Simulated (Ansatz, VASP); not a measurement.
**Two plane-wave programs on Te2Mo**

Contents of POSCAR:

```
Te2Mo
1.0
    3.5121156613      0.0000000000      0.0000000000
   -1.7560578307      3.0415813837      0.0000000000
    0.0000000000      0.0000000000     17.2872171948
Te Mo
2 1
Direct
    0.3333333333      0.6666666667      0.1021445500
    0.3333333333      0.6666666667      0.8978554500
    0.0000000000      0.0000000000      0.0000000000
```

Contents of INCAR.step1:

```
ALGO = Normal
EDIFF = 1E-4
ENCUT = 520
GGA = PE
ISMEAR = -1
LASPH = True
LCHARG = False
LREAL = False
LWAVE = True
NBANDS = 20
NELM = 80
PREC = Accurate
SIGMA = 0.05
```

Contents of INCAR.step2:

```
ALGO = Normal
EDIFF = 1E-7
ENCUT = 520
ISIF = 2
ISMEAR = -1
ISTART = 1
LASPH = True
LCHARG = False
LMIXTAU = True
LREAL = False
LWAVE = False
METAGGA = R2SCAN
NBANDS = 20
NELM = 80
PREC = Accurate
SIGMA = 0.05
```

KPOINTS

```
k-points
0
Gamma
  9 9 2
```

Contents of input.yaml:

```yaml
crystal:
  lattice:
    - [3.5121156613, 0.0, 0.0]
    - [-1.7560578307, 3.0415813837, 0.0]
    - [0.0, 0.0, 17.2872171948]
  atoms:
    - { symbol: Te, position: [0.3333333333, 0.6666666667, 0.10214455] }
    - { symbol: Te, position: [0.3333333333, 0.6666666667, 0.89785545] }
    - { symbol: Mo, position: [0.0, 0.0, 0.0] }
hamiltonian:
  xc: r2scan
  pseudopotentials: { kind: paw }
kpoints:
  mp_grid: { grid: [9, 9, 2] }
scf:
  occupations: { method: fermi_dirac, width: 0.05 }
output:
  forces: true
  stress: true
  eigenvalues: true
```

Alike in both runs: task single point; functional r2SCAN; k mesh 9 × 9 × 2; occupations fermi-dirac, width 0.05 eV; no spin polarisation.

|  | VASP | Ansatz |
| --- | --- | --- |
| version | VASP 6.6.1 | Ansatz 0.2.0 |
| potentials or method | VASP PAW PBE potentials, release 64 (Te, Mo_sv) | Ansatz PAW |
| plane-wave cutoff (eV) | 520 | 500 |
| valence electrons in the cell | 26 | 46 |

Ansatz gave:

* gap on the k mesh at the Fermi level (eV): 1.20
* least direct gap on the mesh (eV): 1.20
* rms of the force components (eV/Å): 0.294

**Question.** What did VASP give for the same quantities?

**Answer.** gap on the k mesh at the Fermi level (eV): 1.20; least direct gap on the mesh (eV): 1.20; rms of the force components (eV/Å): 0.308.

VASP's potentials were made for PBE, not for r2SCAN. Atom by atom the forces differ by 0.014 eV/Å (rms over components). The functional is the same, so the differences come from potentials, cutoffs and numerics. VASP's potentials hold 26 valence electrons a cell and Ansatz's 46, so a difference there can come from the potentials and not from the codes.

Spin-orbit coupling is off throughout. Noted on Ansatz's run: odd divisions of the mesh miss points on the zone boundary, where band edges often lie, so the gap on the mesh can be too wide.
